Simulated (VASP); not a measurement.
# Ho (Fm-3m) in VASP: further runs, part 2 of 2

VASP 6.6.1.

## (4) Single point, PBE, collinear spin, ferromagnetic start

This run uses another cell than the first one, of 34.84 Å³/atom, 1.117 times its volume.

The input, INCAR:

```
PREC = Accurate
ENCUT = 520
EDIFF = 1E-6
ISMEAR = 0
SIGMA = 0.05
LREAL = F
LASPH = T
NELM = 150
ALGO = Normal
ISIF = 2
LWAVE = F
LCHARG = F
ISPIN = 2
MAGMOM = 3.68
LORBIT = 11
LMAXMIX = 6
GGA = PE
NBANDS = 20
```

The input, KPOINTS:

```
Automatic mesh
0
Gamma
  8 8 8
```

The input, POSCAR:

```
Ho
1.0
    0.0000000000      2.5922233356      2.5922233356
    2.5922233356      0.0000000000      2.5922233356
    2.5922233356      2.5922233356      0.0000000000
Ho
1
Direct
    0.0000000000      0.0000000000      0.0000000000
```

Potentials or basis: VASP PAW PBE potentials, release 64 (Ho).

Started as:

```console
> cat potpaw_PBE.64/Ho/POTCAR > POTCAR
> mpirun -np 1 vasp_std > vasp.out
```

OUTCAR:

```text
PREC = Accurate
   ENCUT = 520
   EDIFF = 1E-6
   ISMEAR = 0
   LREAL = F
   LASPH = T
   NELM = 150
   ISIF = 2
   ISPIN = 2
   LORBIT = 11
   GGA = PE

 ion  position               nearest neighbor table
   1  0.000  0.000  0.000-

  LATTYP: Found a face centered cubic cell.
 ALAT       =     5.1844466712

  Lattice vectors:

 A1 = (   0.0000000000,   2.5922233356,   2.5922233356)
 A2 = (   2.5922233356,   0.0000000000,   2.5922233356)
 A3 = (   2.5922233356,   2.5922233356,   0.0000000000)

[... 1310 lines left out ...]
  -------------------------------------------------------------------------------------
  Total       -0.0445923     -0.0445923     -0.0445923     -0.0000000     -0.0000000     -0.0000000
  in kB       -2.0508012     -2.0508012     -2.0508012     -0.0000000     -0.0000000     -0.0000000
  external PRESSURE =      -2.0508012 kB  Pullay stress =       0.0000000 kB

 VOLUME and BASIS-vectors are now :
 -----------------------------------------------------------------------------
  energy-cutoff  :      520.00
  volume of cell :       34.84
      direct lattice vectors                 reciprocal lattice vectors
     0.000000000  2.592223336  2.592223336    -0.192884615  0.192884615  0.192884615
     2.592223336  0.000000000  2.592223336     0.192884615 -0.192884615  0.192884615
     2.592223336  2.592223336  0.000000000     0.192884615  0.192884615 -0.192884615

 POSITION                                       TOTAL-FORCE (eV/Angst)
 -----------------------------------------------------------------------------------
      0.00000      0.00000      0.00000         0.000000     -0.000000      0.000000
 -----------------------------------------------------------------------------------
    total drift:                               -0.000000      0.000000     -0.000000

  FREE ENERGIE OF THE ION-ELECTRON SYSTEM (eV)
  ---------------------------------------------------
  free  energy   TOTEN  =        -6.5012777773 eV

  energy  without entropy=       -6.4900030806  energy(sigma->0) =       -6.49564043

 total charge

# of ion       s       p       d       f       tot
--------------------------------------------------
    1        2.117   5.708   0.354  10.371  18.550

 magnetization (x)

# of ion       s       p       d       f       tot
--------------------------------------------------
    1        0.005  -0.024   0.062   3.402   3.445
```

OSZICAR:

```text
N       E                     dE             d eps       ncg     rms          rms(c)
DAV:   1     0.108641139626E+03    0.10864E+03   -0.72736E+03  3032   0.549E+03
DAV:   2     0.877322526593E+01   -0.99868E+02   -0.93142E+02  2868   0.395E+02
DAV:   3    -0.319716243083E+01   -0.11970E+02   -0.11553E+02  3148   0.893E+01
DAV:   4    -0.521121502320E+01   -0.20141E+01   -0.19535E+01  4556   0.245E+01
[... 14 lines left out ...]
DAV:  19    -0.650130412822E+01   -0.38498E-04   -0.25508E-05  4008   0.111E-01    0.197E-01
DAV:  20    -0.650127731954E+01    0.26809E-04   -0.18431E-05  3424   0.129E-01    0.472E-02
DAV:  21    -0.650127841098E+01   -0.10914E-05   -0.58565E-07  1956   0.159E-02    0.396E-02
DAV:  22    -0.650127738404E+01    0.10269E-05   -0.54443E-07  1384   0.195E-02    0.202E-02
DAV:  23    -0.650127777731E+01   -0.39328E-06   -0.36639E-07  1408   0.129E-02
   1 F= -.65012778E+01 E0= -.64956404E+01  d E =-.112747E-01  mag=     3.5833
```

stdout:

```text
POSCAR found type information on POSCAR Ho
 POSCAR found :  1 types and       1 ions
 scaLAPACK will be used
 LDA part: xc-table for (Slater+PW92), standard interpolation
 POSCAR, INCAR and KPOINTS ok, starting setup
 FFT: planning ... GRIDC
 FFT: planning ... GRID_SOFT
 FFT: planning ... GRID
 WAVECAR not read
 entering main loop
```

Run time: 47 s. Hardware: 1 thread of AMD EPYC 9R45 (Zen 5), shared host; peak memory 0.17 GiB.

What came out:

| Quantity | Value |
| --- | --- |
| Free energy | -6.5013 eV |
| Pressure | -0.2 GPa |
| Net moment | 3.58 μB per cell |
| Site moments | Ho +3.44 μB |
| Valence electrons inside the program's atomic spheres | Ho 18.55 |

Caveat: the magnetic or orbital state may not be the lowest; spin-orbit coupling is left out, which moves the levels of the heavy elements.

## (5) Single point, PBE, collinear spin, ferromagnetic start

This run uses another cell than the first one, of 31.74 Å³/atom, 1.018 times its volume.

The input, INCAR:

```
SYSTEM = Ho
ALGO = Normal ; EDIFF = 1E-7
ENCUT = 520 ; GGA = PE
ISIF = 2 ; ISMEAR = 0
ISPIN = 2 ; LASPH = .True.
LCHARG = .False. ; LMAXMIX = 6
LORBIT = 11 ; LREAL = .False.
LWAVE = .False. ; MAGMOM = 3.69
NBANDS = 20 ; NELM = 150
PREC = Accurate ; SIGMA = 0.05
```

The input, KPOINTS:

```
k-points
0
Gamma
  8 8 8
  0 0 0
```

The input, POSCAR:

```
Ho
1.0
    0.0000000000      2.5131268086      2.5131268086
    2.5131268086      0.0000000000      2.5131268086
    2.5131268086      2.5131268086      0.0000000000
Ho
1
Direct
    0.0000000000      0.0000000000      0.0000000000
```

Potentials or basis: VASP PAW PBE potentials, release 64 (Ho).

Started as:

```console
> cat potpaw_PBE.64/Ho/POTCAR > POTCAR
> mpirun -np 1 vasp_std > vasp.out
```

OUTCAR:

```text
SYSTEM = Ho
   EDIFF = 1E-7
   ENCUT = 520
   GGA = PE
   ISIF = 2
   ISMEAR = 0
   ISPIN = 2
   LASPH = .True.
   LORBIT = 11
   LREAL = .False.
   NELM = 150
   PREC = Accurate

 ion  position               nearest neighbor table
   1  0.000  0.000  0.000-

  LATTYP: Found a face centered cubic cell.
 ALAT       =     5.0262536172

  Lattice vectors:

 A1 = (   0.0000000000,   2.5131268086,   2.5131268086)
 A2 = (   2.5131268086,   0.0000000000,   2.5131268086)
 A3 = (   2.5131268086,   2.5131268086,   0.0000000000)

Analysis of symmetry for initial positions (statically):
[... 1310 lines left out ...]
  -------------------------------------------------------------------------------------
  Total        0.4220226      0.4220226      0.4220226     -0.0000000      0.0000000      0.0000000
  in kB       21.2996807     21.2996807     21.2996807     -0.0000000      0.0000000      0.0000000
  external PRESSURE =      21.2996807 kB  Pullay stress =       0.0000000 kB

 VOLUME and BASIS-vectors are now :
 -----------------------------------------------------------------------------
  energy-cutoff  :      520.00
  volume of cell :       31.74
      direct lattice vectors                 reciprocal lattice vectors
     0.000000000  2.513126809  2.513126809    -0.198955341  0.198955341  0.198955341
     2.513126809  0.000000000  2.513126809     0.198955341 -0.198955341  0.198955341
     2.513126809  2.513126809  0.000000000     0.198955341  0.198955341 -0.198955341

 POSITION                                       TOTAL-FORCE (eV/Angst)
 -----------------------------------------------------------------------------------
      0.00000      0.00000      0.00000         0.000000     -0.000000      0.000000
 -----------------------------------------------------------------------------------
    total drift:                               -0.000000     -0.000000     -0.000000

  FREE ENERGIE OF THE ION-ELECTRON SYSTEM (eV)
  ---------------------------------------------------
  free  energy   TOTEN  =        -6.4826254779 eV

  energy  without entropy=       -6.4719499414  energy(sigma->0) =       -6.47728771

 total charge

# of ion       s       p       d       f       tot
--------------------------------------------------
    1        2.124   5.706   0.406  10.341  18.576

 magnetization (x)

# of ion       s       p       d       f       tot
--------------------------------------------------
    1        0.005  -0.025   0.051   3.426   3.457
```

OSZICAR:

```text
N       E                     dE             d eps       ncg     rms          rms(c)
DAV:   1     0.104790859093E+03    0.10479E+03   -0.73280E+03  3052   0.554E+03
DAV:   2     0.768367614002E+01   -0.97107E+02   -0.90533E+02  2904   0.418E+02
[... 21 lines left out ...]
DAV:  24    -0.648261536113E+01    0.15260E-05   -0.44334E-05  3504   0.222E-01    0.106E-01
DAV:  25    -0.648262052619E+01   -0.51651E-05   -0.35543E-06  3812   0.216E-02    0.739E-02
DAV:  26    -0.648262387623E+01   -0.33500E-05   -0.22612E-06  3400   0.230E-02    0.724E-02
DAV:  27    -0.648262519815E+01   -0.13219E-05   -0.23504E-06  3396   0.241E-02    0.486E-02
DAV:  28    -0.648262541093E+01   -0.21278E-06   -0.94459E-07  3644   0.275E-02    0.186E-02
DAV:  29    -0.648262547788E+01   -0.66951E-07   -0.14671E-07  2704   0.711E-03
   1 F= -.64826255E+01 E0= -.64772877E+01  d E =-.106755E-01  mag=     3.5598
```

stdout:

```text
POSCAR found type information on POSCAR Ho
 POSCAR found :  1 types and       1 ions
 scaLAPACK will be used
 LDA part: xc-table for (Slater+PW92), standard interpolation
 POSCAR, INCAR and KPOINTS ok, starting setup
 FFT: planning ... GRIDC
 FFT: planning ... GRID_SOFT
 FFT: planning ... GRID
 WAVECAR not read
 entering main loop
```

Run time: 58 s. Hardware: 1 thread of AMD EPYC 9R45 (Zen 5), shared host; peak memory 0.17 GiB.

What came out:

```
Free energy                                           : -6.4826 eV
Pressure                                              : 2.1 GPa
Net moment                                            : 3.56 μB per cell
Site moments                                          : Ho +3.46 μB
Valence electrons inside the program's atomic spheres : Ho 18.58
```

Levels at points of the mesh, in eV from the Fermi level:
Spin up:
```tsv
k point	band 9	band 10	band 11	band 12	band 13	band 14	band 15	band 16
(0.00, 0.00, 0.00)	-2.22	-2.13	-2.13	-2.13	2.29	2.29	2.29	4.75
(0.50, 0.00, 0.00)	-2.12	-2.07	-2.03	-2.03	0.96	2.12	2.12	6.48
(0.50, 0.50, 0.00)	-2.05	-2.05	-2.03	-1.69	-0.72	2.49	6.57	6.97
```
Spin down:
```tsv
k point	band 6	band 7	band 8	band 9	band 10	band 11	band 12	band 13
(0.00, 0.00, 0.00)	-0.72	-0.16	-0.16	-0.16	1.06	1.06	1.06	2.76
(0.50, 0.00, 0.00)	-0.57	-0.26	-0.03	-0.03	0.87	0.87	1.07	1.24
(0.50, 0.50, 0.00)	-0.48	-0.35	-0.13	-0.04	-0.04	0.87	0.87	0.88
```

Caveat: the magnetic or orbital state may not be the lowest; spin-orbit coupling is left out, which moves the levels of the heavy elements.

## (6) Overview

```csv
level,cell,k mesh,gap on the mesh (eV),pressure (GPa),moment (μB)
PBE,"a = 3.533 Å, angles 60.0°, 1 atom",8 × 8 × 8,none,2.4,3.55
r2SCAN,"a = 3.641 Å, angles 60.0°, 1 atom",14 × 14 × 14,none,0.3,3.83
PBE,"a = 3.666 Å, angles 60.0°, 1 atom",8 × 8 × 8,none,-0.2,3.58
PBE,"a = 3.554 Å, angles 60.0°, 1 atom",8 × 8 × 8,none,2.1,3.56
```

Alike in all rows: task single point; potentials or basis VASP PAW PBE potentials, release 64 (Ho); spin collinear, ferromagnetic start; cutoff (eV) 520; smearing gaussian 0.05 eV.

Caveats: the magnetic or orbital state may not be the lowest; spin-orbit coupling is left out, which moves the levels of the heavy elements; the PAW data sets were made with another functional, which shifts forces and pressure a little (some runs).

Total energies depend on the potentials used, so only differences within one code and one set of settings carry meaning.
